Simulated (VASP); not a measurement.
## NbCu2: relaxation of cell and atoms with PBE

Crystal: NbCu2.

```
Nb Cu
1.0
     0.00000    2.95720    2.95720
     2.95720    0.00000    2.95720
     2.95720    2.95720    0.00000
Nb Cu
1 2
Direct
  0.00000 0.00000 0.00000
  0.25000 0.25000 0.25000
  0.75000 0.75000 0.75000
```

| Quantity | Value |
| --- | --- |
| Program | VASP 6.6.1 |
| Task | relaxation of cell and atoms |
| Functional | PBE |
| Potentials or basis | VASP PAW PBE potentials, release 64 (Nb_sv, Cu) |
| Cutoff | 600 eV |
| k mesh | 14 × 14 × 14 |
| Occupations | gaussian, width 0.1 eV |
| Spin | no spin polarisation |
| Dipole correction | no |
| Further INCAR settings | ALGO = Normal; EDIFF = 1e-07; IBRION = 2; EDIFFG = -0.01; NSW = 100; ISIF = 3 |

| Item | Value |
| --- | --- |
| Relaxed volume | 17.29 Å³/atom |
| Relaxed cell | a = 4.186 Å, b = 4.186 Å, c = 4.186 Å, α = 60.00°, β = 60.00°, γ = 60.00° |
| Space group after relaxing (to 0.05 Å) | Fm-3m (No. 225) |
| Energy gained by relaxing | 0.0 meV/atom |
| Ionic steps | 3 |
| Pressure after relaxing | 0.0 GPa |

Step by step:
| step | energy change (eV) | largest force (eV/Å) | pressure (GPa) | volume (Å³) |
| --- | --- | --- | --- | --- |
| 1 | 0.0000 | 0.0000 | 0.32 | 51.72 |
| 2 | -0.0001 | 0.0000 | -0.23 | 51.98 |
| 3 | -0.0001 | 0.0000 | -0.01 | 51.87 |

Final structure:
```cif
data_structure
_symmetry_space_group_name_H-M 'P 1'
_symmetry_Int_Tables_number 1
_cell_length_a 4.1860
_cell_length_b 4.1860
_cell_length_c 4.1860
_cell_angle_alpha 60.000
_cell_angle_beta 60.000
_cell_angle_gamma 60.000
_cell_volume 51.87
loop_
_atom_site_label
_atom_site_type_symbol
_atom_site_fract_x
_atom_site_fract_y
_atom_site_fract_z
_atom_site_occupancy
Nb1 Nb 0.00000 0.00000 0.00000 1
Cu1 Cu 0.25000 0.25000 0.25000 1
Cu2 Cu 0.75000 0.75000 0.75000 1
```

Levels at points of the mesh, in eV from the Fermi level:
```
           k point  band 16  band 17  band 18  band 19  band 20  band 21
(0.00, 0.00, 0.00)    -1.00    -1.00    -1.00     1.44     1.44     6.00
(0.50, 0.00, 0.00)    -2.53    -0.17    -0.17     1.49     1.49     1.94
(0.50, 0.50, 0.00)    -1.29    -1.17     0.99     1.40     1.40     1.79
```

It took 6 min on 1 thread of AMD EPYC 7R13 Processor (Zen 3), with other jobs on the host, peak memory 0.28 GiB.
